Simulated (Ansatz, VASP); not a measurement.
SrO: VASP beside Ansatz

INCAR

```
SYSTEM = SrO
PREC = Accurate
ENCUT = 520
EDIFF = 1E-6
ISMEAR = -1
SIGMA = 0.02
LREAL = .False.
LASPH = .True.
NELM = 80
ALGO = Normal
ISIF = 2
LWAVE = .False.
LCHARG = .True.
GGA = PE
LELF = .True.
LVHAR = .True.
NBANDS = 15
```

The input KPOINTS:

```
Automatic mesh
0
Gamma
  8 8 8
  0 0 0
```

The input POSCAR:

```
SrO
1.0
    0.0000000000      2.5156530076      2.5156530076
    2.5156530076      0.0000000000      2.5156530076
    2.5156530076      2.5156530076      0.0000000000
Sr O
1 1
Direct
    0.0000000000      0.0000000000      0.0000000000
    0.5000000000      0.5000000000      0.5000000000
```

Input for Ansatz:

```yaml
crystal:
  lattice:
    - [0.0, 2.5156530076, 2.5156530076]
    - [2.5156530076, 0.0, 2.5156530076]
    - [2.5156530076, 2.5156530076, 0.0]
  atoms:
    - { symbol: Sr, position: [0.0, 0.0, 0.0] }
    - { symbol: O, position: [0.5, 0.5, 0.5] }
kpoints:
  mp_grid: { grid: [8, 8, 8] }
  band_path:
    path:
      - [0.0, 0.0, 0.0]
      - [0.5, 0.0, 0.5]
      - [0.625, 0.25, 0.625]
      - [0.375, 0.375, 0.75]
      - [0.5, 0.5, 0.5]
      - [0.5, 0.25, 0.75]
      - [0.0, 0.5, 0.5]
    npoints: 1
hamiltonian:
  xc: pbe
scf:
  occupations: { method: fermi_dirac, width: 0.02 }
  n_extra_bands: 4
output:
  forces: true
  stress: true
  eigenvalues: true
```

Change from the starting cell: hydrostatic strain -2.5%.

Alike in both runs: task single point; functional PBE; k mesh 8 × 8 × 8; occupations fermi-dirac, width 0.02 eV; no spin polarisation.

|  | VASP | Ansatz |
| --- | --- | --- |
| version | VASP 6.6.1 | Ansatz 0.2.0 |
| potentials or method | VASP PAW PBE potentials, release 64 (Sr_sv, O) | plane waves, PAW |
| plane-wave cutoff (eV) | 520 | 420 |
| valence electrons in the cell | 16 | 16 |

```tsv
	VASP	Ansatz	Ansatz less VASP
gap on the k mesh at the Fermi level (eV)	3.22	3.27	+0.056
pressure (GPa)	10.9	10.1	-0.79
```
